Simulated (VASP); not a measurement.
Here is a VASP 6.6.1 calculation.

File INCAR:

```
PREC = Accurate ; ENCUT = 520
EDIFF = 1E-6 ; ISMEAR = 0
SIGMA = 0.01 ; LREAL = F
LASPH = T ; NELM = 60
ALGO = Normal ; ISIF = 2
LWAVE = F ; LCHARG = F
GGA = PE ; NBANDS = 16
```

Contents of KPOINTS:

```
regular mesh
0
Gamma
  6 6 6
```

POSCAR

```
CdSe
1.0
    0.0000000000      3.0984425283      3.0984425283
    3.0984425283      0.0000000000      3.0984425283
    3.0984425283      3.0984425283      0.0000000000
Cd Se
1 1
Direct
    0.0000000000      0.0000000000      0.0000000000
    0.7500000000      0.7500000000      0.7500000000
```

Potentials or basis: VASP PAW PBE potentials, release 64 (Cd, Se).

Launch:

```bash
$ cat potpaw_PBE.64/Cd/POTCAR potpaw_PBE.64/Se/POTCAR > POTCAR
$ mpirun -np 1 vasp_std > vasp.out
```

Question: What does it give for the band gap on the k mesh?

Answer: 0.49 eV, direct.

Question: Estimate the pressure.

Answer: 0.2 GPa.
